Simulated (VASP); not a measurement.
# Si2BiTe2 (P-3m1) in VASP: notebook

The runs below take Si2BiTe2 through single point, with PBE.

All numbers are computed with VASP 6.6.1; they aren't measurements. Logs are shortened: lines on timing, memory, paths and dates and some standing lists are left out, and cuts for length are marked.

### Step 1. The cell of the first run

The structure is trigonal, space group P-3m1 (No. 164). The conventional cell has a = 4.127 Å, b = 4.127 Å, c = 10.013 Å, α = 90.00°, β = 90.00°, γ = 120.00°. Within 3.2 Å of Si (site symmetry 3m) lie 3 Si at 2.46 Å and 1 Te at 2.62 Å. Within 4.2 Å of Bi (site symmetry -3m) lie 6 Te at 3.17 Å and 6 Bi at 4.13 Å. Te (site symmetry 3m) has 1 Si at 2.62 Å and 3 Bi at 3.17 Å within 3.5 Å.

### Step 2. Single point, PBE

INCAR

```
SYSTEM = Si2BiTe2
PREC     = Accurate       ! precision mode
ENCUT    = 520            ! plane-wave cutoff, eV
EDIFF    = 1E-7           ! SCF threshold, eV
ISMEAR   = 0              ! smearing method
SIGMA    = 0.1            ! smearing width, eV
LREAL    = .FALSE.        ! projectors in reciprocal space
LASPH    = .TRUE.         ! aspherical terms in the spheres
NELM     = 100            ! most SCF steps
ALGO     = Normal         ! electronic algorithm
ISIF     = 2              ! what is computed and relaxed
LWAVE    = .FALSE.        ! write WAVECAR
LCHARG   = .FALSE.        ! write CHGCAR
GGA      = PE             ! functional
NBANDS   = 26             ! bands
```

KPOINTS

```
Automatic mesh
0
G
  6 6 2
  0 0 0
```

POSCAR

```
Si2BiTe2
1.0
    4.1272389715      0.0000000025      0.0000000000
   -2.0636194879      3.5742937955      0.0000000000
    0.0000000000      0.0000000000     10.0127627973
Si Bi Te
2 1 2
Direct
    0.6666666667      0.3333333333      0.5302855410
    0.3333333333      0.6666666667      0.4697144590
    0.0000000000      0.0000000000      0.0000000000
    0.6666666667      0.3333333333      0.7918241497
    0.3333333333      0.6666666667      0.2081758503
```

Potentials or basis: VASP PAW PBE potentials, release 64 (Si, Bi_d, Te).

The run is started by

```sh
$ cat potpaw_PBE.64/Si/POTCAR potpaw_PBE.64/Bi_d/POTCAR potpaw_PBE.64/Te/POTCAR > POTCAR
$ mpirun -np 1 vasp_std > vasp.out
```

OUTCAR:

```text
SYSTEM = Si2BiTe2
   PREC = Accurate
   ENCUT = 520
   EDIFF = 1E-7
   ISMEAR = 0
   LREAL = .FALSE.
   LASPH = .TRUE.
   NELM = 100
   ISIF = 2
   GGA = PE

 ion  position               nearest neighbor table
   1  0.667  0.333  0.530-   2 2.46   2 2.46   2 2.46   4 2.62
   2  0.333  0.667  0.470-   1 2.46   1 2.46   1 2.46   5 2.62
   3  0.000  0.000  0.000-   4 3.17   5 3.17   5 3.17   4 3.17   4 3.17   5 3.17
   4  0.667  0.333  0.792-   1 2.62   3 3.17   3 3.17   3 3.17
   5  0.333  0.667  0.208-   2 2.62   3 3.17   3 3.17   3 3.17

  LATTYP: Found a hexagonal cell.
 ALAT       =     4.1272389715
 C/A-ratio  =     2.4260196384

  Lattice vectors:

 A1 = (   4.1272389715,   0.0000000025,   0.0000000000)
 A2 = (  -2.0636194879,   3.5742937955,   0.0000000000)
 A3 = (   0.0000000000,   0.0000000000,  10.0127627973)

Analysis of symmetry for initial positions (statically):
=====================================================================
 Subroutine PRICEL returns:
 Original cell was already a primitive cell.

 Routine SETGRP: Setting up the symmetry group for a
 hexagonal supercell.

 Subroutine GETGRP returns: Found 12 space group operations
 (whereof 12 operations were pure point group operations)
 out of a pool of 24 trial point group operations.

The static configuration has the point symmetry D_3d.

Analysis of symmetry for dynamics (positions and initial velocities):
=====================================================================
 Subroutine PRICEL returns:
 Original cell was already a primitive cell.

 Routine SETGRP: Setting up the symmetry group for a
 hexagonal supercell.

 Subroutine GETGRP returns: Found 12 space group operations
 (whereof 12 operations were pure point group operations)
 out of a pool of 24 trial point group operations.

The dynamic configuration has the point symmetry D_3d.

 Subroutine INISYM returns: Found 12 space group operations
 (whereof 12 operations are pure point group operations),
 and found     1 'primitive' translations

----------------------------------------------------------------------------------------

                                     Primitive cell

  volume of cell :     147.7079

  direct lattice vectors                    reciprocal lattice vectors
     4.127238971  0.000000003  0.000000000     0.242292730  0.139887773  0.000000000
    -2.063619488  3.574293796  0.000000000    -0.000000000  0.279775546  0.000000000
     0.000000000  0.000000000 10.012762797     0.000000000  0.000000000  0.099872535

  length of vectors
     4.127238971  4.127238971 10.012762797     0.279775546  0.279775546  0.099872535

  position of ions in fractional coordinates (direct lattice)
     0.666666667  0.333333333  0.530285541
     0.333333333  0.666666667  0.469714459
     0.000000000  0.000000000  0.000000000
     0.666666667  0.333333333  0.791824150
     0.333333333  0.666666667  0.208175850

  ion indices of the primitive-cell ions
   primitive index   ion index
                 1           1
                 2           2
                 3           3
                 4           4
                 5           5

----------------------------------------------------------------------------------------

 KPOINTS: Automatic mesh

Automatic generation of k-mesh.
 Grid dimensions read from file:
 generate k-points for:    6    6    2

 Generating k-lattice:

  Cartesian coordinates                     Fractional coordinates (reciprocal lattice)
     0.040382122  0.023314629  0.000000000     0.166666667  0.000000000  0.000000000
    -0.000000000  0.046629258  0.000000000     0.000000000  0.166666667  0.000000000
     0.000000000  0.000000000  0.049936267     0.000000000  0.000000000  0.500000000

  Length of vectors
     0.046629258  0.046629258  0.049936267

  Shift w.r.t. Gamma in fractional coordinates (k-lattice)
     0.000000000  0.000000000  0.000000000

 Subroutine IBZKPT returns following result:
 ===========================================

 Found     14 irreducible k-points:

 Following reciprocal coordinates:
            Coordinates               Weight
  0.000000  0.000000  0.000000      1.000000
  0.166667 -0.000000  0.000000      6.000000
  0.333333  0.000000  0.000000      6.000000
  0.500000  0.000000  0.000000      3.000000
  0.166667  0.166667  0.000000      6.000000
  0.333333  0.166667  0.000000     12.000000
  0.333333  0.333333  0.000000      2.000000
  0.000000  0.000000  0.500000      1.000000
  0.166667 -0.000000  0.500000      6.000000
  0.333333  0.000000  0.500000      6.000000
  0.500000  0.000000  0.500000      3.000000
  0.166667  0.166667  0.500000      6.000000
  0.333333  0.166667  0.500000     12.000000
  0.333333  0.333333  0.500000      2.000000
   k-points           NKPTS =     14   k-points in BZ     NKDIM =     14   number of bands    NBANDS=     26
   number of dos      NEDOS =    301   number of ions     NIONS =      5
   total plane-waves  NPLWV =  81920
   dimension x,y,z NGX =    32 NGY =   32 NGZ =   80
   dimension x,y,z NGXF=    64 NGYF=   64 NGZF=  160
   ions per type =               2   1   2
   NGX,Y,Z   is equivalent  to a cutoff of  12.89, 12.89, 13.28 a.u.
   NGXF,Y,Z  is equivalent  to a cutoff of  25.78, 25.78, 26.57 a.u.
 SYSTEM =  Si2BiTe2
   PREC   = accura    normal or accurate (medium, high low for compatibility)
   ISTART =      0    job   : 0-new  1-cont  2-samecut
   ICHARG =      2    charge: 1-file 2-atom 10-const
   ISPIN  =      1    spin polarized calculation?
   LNONCOLLINEAR =      F non collinear calculations
   LSORBIT =      F    spin-orbit coupling
   LASPH  =      T    aspherical Exc in radial PAW
   ENCUT  =  520.0 eV  38.22 Ry    6.18 a.u.   7.67  7.67 18.62*2*pi/ulx,y,z
   NELM   =    100;   NELMIN=  2; NELMDL= -5     # of ELM steps
   EDIFF  = 0.1E-06   stopping-criterion for ELM
   LREAL  =      F    real-space projection
   EDIFFG = 0.1E-05   stopping-criterion for IOM
   NSW    =      0    number of steps for IOM
   IBRION =     -1    ionic relax: 0-MD 1-quasi-New 2-CG
   NFREE  =      0    steps in history (QN), initial steepest desc. (CG)
   ISIF   =      2    stress and relaxation
   ISYM   =      2    0-nonsym 1-usesym 2-fastsym
   POTIM  = 0.5000    time-step for ionic-motion
   TEBEG  =    0.0;   TEEND  =   0.0 temperature during run
   PSTRESS=    0.0 pullay stress
   NELECT =      35.0000    total number of electrons
   NUPDOWN=      -1.0000    fix difference up-down
   EMIN   =  10.00;   EMAX   =-10.00  energy-range for DOS
   EFERMI =   0.00;   METHOD = LEGACY
   ISMEAR =     0;   SIGMA  =   0.10  broadening in eV -4-tet -1-fermi 0-gaus
   EFERMI_NEDOS =   21; number of points for ismear=-14 and -15
   IALGO  =     38    algorithm
   IMIX   =      4    mixing-type and parameters
     AMIX     =   0.40;   BMIX     =  1.00
     AMIX_MAG =   1.60;   BMIX_MAG =  1.00
  volume/ion in A,a.u.               =      29.54       199.36
  Fermi-wavevector in a.u.,A,eV,Ry     =   1.013047  1.914381 13.963172  1.026264
  Thomas-Fermi vector in A             =   2.146193
   LORBIT       =      0    0 simple, 1 ext, 2 COOP (PROOUT), +10 PAW based schemes
   GGA     = PE    functional components
   LHFCALC =     F    Hartree Fock is set to
   AEXX    =    0.0000 exact exchange contribution
   IVDW    =     0    specifies the selected vdW correction
   LEPSILON=     F    determine dielectric tensor
   LRPA    =     F    only Hartree local field effects (RPA)
 non-spin polarized calculation
 Gauss-broadening in eV      SIGMA  =   0.10
  energy-cutoff  :      520.00
  volume of cell :      147.71
 maximum number of plane-waves:      4039
 NGX is ok and might be reduce to    32
   NGX = 15   NGY = 15   NGZ = 37

 number of electron      35.0000005 magnetization

 Free energy of the ion-electron system (eV)
  ---------------------------------------------------
  ext. energy  EPLUGINS =         0.00000000
  ---------------------------------------------------
  free energy    TOTEN  =       -20.45337827 eV

  energy without entropy =      -20.44186663  energy(sigma->0) =      -20.44762245

 E-fermi :   6.0190     XC(G=0):  -9.1484

 val. band max:        5.8380971325   @ k =   0.0000   0.0000   0.0000
 cond. band min:       6.0221330732   @ k =   0.3333   0.0000   0.0000
 fundamental gap:      0.1840359408
 Fermi energy:         6.0189769576

 k-point     1 :       0.0000    0.0000    0.0000
  band No.  band energies     occupation
      1     -17.4047      2.00000
      2     -17.3888      2.00000
      3     -17.3888      2.00000
      4     -17.3714      2.00000
      5     -17.3714      2.00000
      6      -7.4471      2.00000
[... 18 lines left out ...]
     25       9.0904      0.00000
     26      11.8825      0.00000

 k-point     2 :       0.1667   -0.0000    0.0000
  band No.  band energies     occupation
      1     -17.4016      2.00000
      2     -17.3930      2.00000
      3     -17.3887      2.00000
      4     -17.3717      2.00000
      5     -17.3656      2.00000
      6      -7.1931      2.00000
[... 18 lines left out ...]
     25       9.7285      0.00000
     26      11.0908      0.00000

 k-point     3 :       0.3333    0.0000    0.0000
  band No.  band energies     occupation
      1     -17.4030      2.00000
      2     -17.3956      2.00000
      3     -17.3897      2.00000
      4     -17.3705      2.00000
      5     -17.3529      2.00000
      6      -6.4926      2.00000
[... 282 lines left out ...]
 k-point    13 :       0.3333    0.1667    0.5000
  band No.  band energies     occupation
      1     -17.4037      2.00000
      2     -17.3933      2.00000
      3     -17.3920      2.00000
      4     -17.3676      2.00000
      5     -17.3508      2.00000
      6      -5.8570      2.00000
[... 18 lines left out ...]
     25      10.6753      0.00000
     26      11.3045      0.00000

 k-point    14 :       0.3333    0.3333    0.5000
  band No.  band energies     occupation
      1     -17.3992      2.00000
      2     -17.3992      2.00000
      3     -17.3891      2.00000
      4     -17.3588      2.00000
      5     -17.3588      2.00000
      6      -5.2369      2.00000
[... 18 lines left out ...]
     25      10.4923      0.00000
     26      10.9218      0.00000

------------------------ aborting loop because EDIFF is reached ----------------------------------------

  FORCE on cell =-STRESS in cart. coord.  units (eV):
  Direction    XX          YY          ZZ          XY          YZ          ZX
  --------------------------------------------------------------------------------------
  -------------------------------------------------------------------------------------
  Total       -0.0212279     -0.0212279      0.0209418     -0.0000000      0.0000000     -0.0000000
  in kB       -0.2302581     -0.2302581      0.2271542     -0.0000000      0.0000000     -0.0000000
  external PRESSURE =      -0.0777873 kB  Pullay stress =       0.0000000 kB

 VOLUME and BASIS-vectors are now :
 -----------------------------------------------------------------------------
  energy-cutoff  :      520.00
  volume of cell :      147.71
      direct lattice vectors                 reciprocal lattice vectors
     4.127238971  0.000000003  0.000000000     0.242292730  0.139887773  0.000000000
    -2.063619488  3.574293796  0.000000000    -0.000000000  0.279775546  0.000000000
     0.000000000  0.000000000 10.012762797     0.000000000  0.000000000  0.099872535

 POSITION                                       TOTAL-FORCE (eV/Angst)
 -----------------------------------------------------------------------------------
      2.06362      1.19143      5.30962         0.000000     -0.000000     -0.015297
     -0.00000      2.38286      4.70314         0.000000      0.000000      0.015297
      0.00000      0.00000      0.00000         0.000000     -0.000000      0.000000
      2.06362      1.19143      7.92835        -0.000000     -0.000000      0.012902
     -0.00000      2.38286      2.08442        -0.000000      0.000000     -0.012902
 -----------------------------------------------------------------------------------
    total drift:                                0.000000     -0.000000      0.000000

  FREE ENERGIE OF THE ION-ELECTRON SYSTEM (eV)
  ---------------------------------------------------
  free  energy   TOTEN  =       -20.4533782744 eV

  energy  without entropy=      -20.4418666290  energy(sigma->0) =      -20.44762245
```

Wall time 45 s (1 thread of Intel Xeon Platinum 8259CL at 2.50GHz (Skylake/Cascade Lake), shared host); peak memory 0.29 GiB.

What came out:

* Free energy: -20.4534 eV
* Pressure: 0.0 GPa
* Largest force: 0.015 eV/Å

Forces on the atoms (eV/Å):
```
Si   0.000  0.000 -0.015
Si   0.000  0.000  0.015
Bi   0.000  0.000  0.000
Te   0.000  0.000  0.013
Te   0.000  0.000 -0.013
```

Levels at points of the mesh, in eV from the Fermi level:
```tsv
k point	band 13	band 14	band 15	band 16	band 17	band 18	band 19	band 20	band 21	band 22
(0.00, 0.00, 0.00)	-1.81	-1.20	-1.20	-0.23	-0.23	-0.18	0.17	1.35	1.35	2.36
(0.50, 0.00, 0.00)	-3.80	-3.32	-2.52	-2.27	-1.32	-0.72	0.27	1.49	1.80	2.08
(0.00, 0.00, 0.50)	-2.10	-0.83	-0.83	-0.71	-0.71	-0.18	1.61	1.62	1.71	1.71
(0.50, 0.00, 0.50)	-3.56	-3.19	-2.64	-2.15	-0.85	-0.63	0.31	1.39	1.53	2.14
```

Caveat: spin-orbit coupling is left out, which moves the levels of the heavy elements.

(Continued in part 2 of 2.)
